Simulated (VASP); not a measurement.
# Sr (Cmcm) in VASP: single point with LDA

Aim: the single point of Sr with LDA.

Everything below comes from runs of VASP 6.6.1. Logs are shortened: lines on timing, memory, paths and dates and some standing lists are left out, and cuts for length are marked.

## 1. The cell of the first run

The structure is orthorhombic, space group Cmcm (No. 63). The conventional cell has a = 4.830 Å, b = 11.330 Å, c = 4.040 Å, α = 90.00°, β = 90.00°, γ = 90.00°. Sr (site symmetry m2m) has 10 Sr at 3.76 to 4.83 Å within 4.9 Å.

## 2. Single point, LDA

The input, INCAR:

```
SYSTEM = Sr
PREC = Accurate
ENCUT = 520
EDIFF = 1E-6
ISMEAR = 1
SIGMA = 0.15
LREAL = .False.
LASPH = .True.
NELM = 100
ALGO = Normal
ISIF = 2
LWAVE = .False.
LCHARG = .True.
LELF = .True.
LVHAR = .True.
NBANDS = 17
```

The input, KPOINTS:

```
Automatic mesh
0
Gamma
  5 5 6
  0 0 0
```

The input, POSCAR:

```
Sr
1.0
    2.4150000000     -5.6650000000      0.0000000000
    2.4150000000      5.6650000000      0.0000000000
    0.0000000000      0.0000000000      4.0400000000
Sr
2
Direct
    0.6400000000      0.3600000000      0.2500000000
    0.3600000000      0.6400000000      0.7500000000
```

Potentials or basis: VASP PAW LDA potentials, release 64 (Sr_sv).

Started as:

```console
$ cat potpaw_LDA.64/Sr_sv/POTCAR > POTCAR
$ mpirun -np 1 vasp_std > vasp.out
```

OUTCAR:

```text
SYSTEM = Sr
   PREC = Accurate
   ENCUT = 520
   EDIFF = 1E-6
   ISMEAR = 1
   LREAL = .False.
   LASPH = .True.
   NELM = 100
   ISIF = 2

 ion  position               nearest neighbor table
   1  0.640  0.360  0.250-   2 3.76   2 3.76   2 4.02   2 4.02   2 4.02   2 4.02
   2  0.360  0.640  0.750-   1 3.76   1 3.76   1 4.02   1 4.02   1 4.02   1 4.02

  LATTYP: Found a base centered orthorhombic cell.
 ALAT       =     4.8300000000
 B/A-ratio  =     2.3457556936
 C/A-ratio  =     0.8364389234

  Lattice vectors:

 A1 = (   2.4150000000,  -5.6650000000,   0.0000000000)
 A2 = (   2.4150000000,   5.6650000000,   0.0000000000)
 A3 = (   0.0000000000,   0.0000000000,   4.0400000000)

Analysis of symmetry for initial positions (statically):
=====================================================================
 Subroutine PRICEL returns:
 Original cell was already a primitive cell.

 Routine SETGRP: Setting up the symmetry group for a
 base centered orthorhombic supercell.

 Subroutine GETGRP returns: Found  8 space group operations
 (whereof  4 operations were pure point group operations)
 out of a pool of  8 trial point group operations.

The static configuration has the point symmetry C_2h.
 The point group associated with its full space group is D_2h.

Analysis of symmetry for dynamics (positions and initial velocities):
=====================================================================
 Subroutine PRICEL returns:
 Original cell was already a primitive cell.

 Routine SETGRP: Setting up the symmetry group for a
 base centered orthorhombic supercell.

 Subroutine GETGRP returns: Found  8 space group operations
 (whereof  4 operations were pure point group operations)
 out of a pool of  8 trial point group operations.

The dynamic configuration has the point symmetry C_2h.
 The point group associated with its full space group is D_2h.

 Subroutine INISYM returns: Found  8 space group operations
 (whereof  4 operations are pure point group operations),
 and found     1 'primitive' translations

----------------------------------------------------------------------------------------

                                     Primitive cell

  volume of cell :     110.5423

  direct lattice vectors                    reciprocal lattice vectors
     2.415000000 -5.665000000  0.000000000     0.207039337 -0.088261253  0.000000000
     2.415000000  5.665000000  0.000000000     0.207039337  0.088261253  0.000000000
     0.000000000  0.000000000  4.040000000     0.000000000  0.000000000  0.247524752

  length of vectors
     6.158283040  6.158283040  4.040000000     0.225067403  0.225067403  0.247524752

  position of ions in fractional coordinates (direct lattice)
     0.640000000  0.360000000  0.250000000
     0.360000000  0.640000000  0.750000000

  ion indices of the primitive-cell ions
   primitive index   ion index
                 1           1
                 2           2

----------------------------------------------------------------------------------------

 KPOINTS: Automatic mesh

Automatic generation of k-mesh.
 Grid dimensions read from file:
 generate k-points for:    5    5    6

 Generating k-lattice:

  Cartesian coordinates                     Fractional coordinates (reciprocal lattice)
     0.041407867 -0.017652251  0.000000000     0.200000000  0.000000000  0.000000000
     0.041407867  0.017652251  0.000000000     0.000000000  0.200000000  0.000000000
     0.000000000  0.000000000  0.041254125     0.000000000  0.000000000  0.166666667

  Length of vectors
     0.045013481  0.045013481  0.041254125

  Shift w.r.t. Gamma in fractional coordinates (k-lattice)
     0.000000000  0.000000000  0.000000000

 Subroutine IBZKPT returns following result:
 ===========================================

 Found     36 irreducible k-points:

 Following reciprocal coordinates:
            Coordinates               Weight
  0.000000  0.000000  0.000000      1.000000
  0.200000  0.000000  0.000000      4.000000
  0.400000  0.000000  0.000000      4.000000
  0.200000  0.200000  0.000000      2.000000
  0.400000  0.200000  0.000000      4.000000
 -0.400000  0.200000  0.000000      4.000000
[... 16 lines left out ...]
  0.400000  0.200000  0.333333      8.000000
 -0.400000  0.200000  0.333333      8.000000
 [... further k-points ...]
   k-points           NKPTS =     36   k-points in BZ     NKDIM =     36   number of bands    NBANDS=     17
   number of dos      NEDOS =    301   number of ions     NIONS =      2
   total plane-waves  NPLWV =  69120
   dimension x,y,z NGX =    48 NGY =   48 NGZ =   30
   dimension x,y,z NGXF=    96 NGYF=   96 NGZF=   60
   ions per type =               2
   NGX,Y,Z   is equivalent  to a cutoff of  12.96, 12.96, 12.34 a.u.
   NGXF,Y,Z  is equivalent  to a cutoff of  25.92, 25.92, 24.69 a.u.
 SYSTEM =  Sr
   PREC   = accura    normal or accurate (medium, high low for compatibility)
   ISTART =      0    job   : 0-new  1-cont  2-samecut
   ICHARG =      2    charge: 1-file 2-atom 10-const
   ISPIN  =      1    spin polarized calculation?
   LNONCOLLINEAR =      F non collinear calculations
   LSORBIT =      F    spin-orbit coupling
   LASPH  =      T    aspherical Exc in radial PAW
   ENCUT  =  520.0 eV  38.22 Ry    6.18 a.u.  11.45 11.45  7.51*2*pi/ulx,y,z
   NELM   =    100;   NELMIN=  2; NELMDL= -5     # of ELM steps
   EDIFF  = 0.1E-05   stopping-criterion for ELM
   LREAL  =      F    real-space projection
   EDIFFG = 0.1E-04   stopping-criterion for IOM
   NSW    =      0    number of steps for IOM
   IBRION =     -1    ionic relax: 0-MD 1-quasi-New 2-CG
   NFREE  =      0    steps in history (QN), initial steepest desc. (CG)
   ISIF   =      2    stress and relaxation
   ISYM   =      2    0-nonsym 1-usesym 2-fastsym
   POTIM  = 0.5000    time-step for ionic-motion
   TEBEG  =    0.0;   TEEND  =   0.0 temperature during run
   PSTRESS=    0.0 pullay stress
   NELECT =      20.0000    total number of electrons
   NUPDOWN=      -1.0000    fix difference up-down
   EMIN   =  10.00;   EMAX   =-10.00  energy-range for DOS
   EFERMI =   0.00;   METHOD = LEGACY
   ISMEAR =     1;   SIGMA  =   0.15  broadening in eV -4-tet -1-fermi 0-gaus
   EFERMI_NEDOS =   21; number of points for ismear=-14 and -15
   IALGO  =     38    algorithm
   IMIX   =      4    mixing-type and parameters
     AMIX     =   0.40;   BMIX     =  1.00
     AMIX_MAG =   1.60;   BMIX_MAG =  1.00
  volume/ion in A,a.u.               =      55.27       372.99
  Fermi-wavevector in a.u.,A,eV,Ry     =   0.925924  1.749743 11.664755  0.857335
  Thomas-Fermi vector in A             =   2.051831
   LORBIT       =      0    0 simple, 1 ext, 2 COOP (PROOUT), +10 PAW based schemes
   GGA     = CA    functional components
   LHFCALC =     F    Hartree Fock is set to
   AEXX    =    0.0000 exact exchange contribution
   IVDW    =     0    specifies the selected vdW correction
   LEPSILON=     F    determine dielectric tensor
   LRPA    =     F    only Hartree local field effects (RPA)
 non-spin polarized calculation
 Methfessel and Paxton  Order N= 1 SIGMA  =   0.15
  energy-cutoff  :      520.00
  volume of cell :      110.54
 maximum number of plane-waves:      2998
 NGX is ok and might be reduce to    48
   NGX = 23   NGY = 23   NGZ = 15

 number of electron      20.0000000 magnetization

 Free energy of the ion-electron system (eV)
  ---------------------------------------------------
  ext. energy  EPLUGINS =         0.00000000
  ---------------------------------------------------
  free energy    TOTEN  =        -3.16288293 eV

  energy without entropy =       -3.15985598  energy(sigma->0) =       -3.16187395

 E-fermi :   1.2173     XC(G=0):  -7.4760

 val. band max:        1.2005715387   @ k =   0.4000   0.0000   0.1667
 cond. band min:       1.2251587525   @ k =   0.2000   0.2000   0.3333
 fundamental gap:      0.0245872137
 Fermi energy:         1.2172608089

 k-point     1 :       0.0000    0.0000    0.0000
  band No.  band energies     occupation
      1     -35.1267      2.00000
      2     -35.0795      2.00000
      3     -17.4191      2.00000
      4     -17.2254      2.00000
      5     -17.1646      2.00000
      6     -17.1499      2.00000
[... 9 lines left out ...]
     16       3.5923     -0.00000
     17       5.0459      0.00000

 k-point     2 :       0.2000    0.0000    0.0000
  band No.  band energies     occupation
      1     -35.1233      2.00000
      2     -35.0823      2.00000
      3     -17.4087      2.00000
      4     -17.2424      2.00000
      5     -17.1571      2.00000
      6     -17.1546      2.00000
[... 9 lines left out ...]
     16       4.2477      0.00000
     17       4.7025      0.00000

 k-point     3 :       0.4000    0.0000    0.0000
  band No.  band energies     occupation
      1     -35.1165      2.00000
      2     -35.0883      2.00000
      3     -17.3912      2.00000
      4     -17.2714      2.00000
      5     -17.1642      2.00000
      6     -17.1341      2.00000
[... 9 lines left out ...]
     16       4.1957     -0.00000
     17       4.3999      0.00000

 k-point     4 :       0.2000    0.2000    0.0000
  band No.  band energies     occupation
      1     -35.1185      2.00000
      2     -35.0863      2.00000
      3     -17.4042      2.00000
      4     -17.2485      2.00000
      5     -17.1874      2.00000
      6     -17.1400      2.00000
[... 9 lines left out ...]
     16       4.2298      0.00000
     17       4.5227      0.00000
[... 343 lines left out ...]
      1     -35.1028      2.00000
      2     -35.0867      2.00000
      3     -17.3244      2.00000
      4     -17.3174      2.00000
      5     -17.2548      2.00000
      6     -17.1660      2.00000
[... 9 lines left out ...]
     16       4.2775      0.00000
     17       5.2917      0.00000

 k-point    23 :       0.4000    0.2000    0.3333
  band No.  band energies     occupation
      1     -35.0998      2.00000
      2     -35.0896      2.00000
      3     -17.3476      2.00000
      4     -17.3330      2.00000
      5     -17.2530      2.00000
      6     -17.1584      2.00000
[... 9 lines left out ...]
     16       4.4314      0.00000
     17       4.9318      0.00000

 k-point    24 :      -0.4000    0.2000    0.3333
  band No.  band energies     occupation
      1     -35.1017      2.00000
      2     -35.0886      2.00000
      3     -17.3696      2.00000
      4     -17.3111      2.00000
      5     -17.2252      2.00000
      6     -17.1590      2.00000
[... 9 lines left out ...]
     16       3.9987     -0.00000
     17       4.7778      0.00000

 [... further k-points ...]

------------------------ aborting loop because EDIFF is reached ----------------------------------------

  FORCE on cell =-STRESS in cart. coord.  units (eV):
  Direction    XX          YY          ZZ          XY          YZ          ZX
  --------------------------------------------------------------------------------------
  -------------------------------------------------------------------------------------
  Total       -1.7286457      1.3173434      0.8516746      0.0000000      0.0000000      0.0000000
  in kB      -25.0546402     19.0933076     12.3439982      0.0000000      0.0000000      0.0000000
  external PRESSURE =       2.1275552 kB  Pullay stress =       0.0000000 kB

 VOLUME and BASIS-vectors are now :
 -----------------------------------------------------------------------------
  energy-cutoff  :      520.00
  volume of cell :      110.54
      direct lattice vectors                 reciprocal lattice vectors
     2.415000000 -5.665000000  0.000000000     0.207039337 -0.088261253  0.000000000
     2.415000000  5.665000000  0.000000000     0.207039337  0.088261253  0.000000000
     0.000000000  0.000000000  4.040000000     0.000000000  0.000000000  0.247524752

 POSITION                                       TOTAL-FORCE (eV/Angst)
 -----------------------------------------------------------------------------------
      2.41500     -1.58620      1.01000         0.000000     -0.144263     -0.000000
      2.41500      1.58620      3.03000         0.000000      0.144263      0.000000
 -----------------------------------------------------------------------------------
    total drift:                                0.000000      0.000000     -0.000000

  FREE ENERGIE OF THE ION-ELECTRON SYSTEM (eV)
  ---------------------------------------------------
  free  energy   TOTEN  =        -3.1628829274 eV

  energy  without entropy=       -3.1598559840  energy(sigma->0) =       -3.16187395
```

It took 35 s on 1 thread of Intel Xeon 6975P-C (Granite Rapids), shared host; peak memory 0.22 GiB.

Results:

```
Free energy            : -3.1629 eV
Pressure               : 0.2 GPa
Largest force          : 0.144 eV/Å
Band gap on the k mesh : zero (band 10 reaches 1.49 eV, above the bottom of band 11 at 0.82 eV)
```

Forces in eV/Å, atoms in the order of the input:
```
Sr   0.000 -0.144  0.000
Sr   0.000  0.144  0.000
```
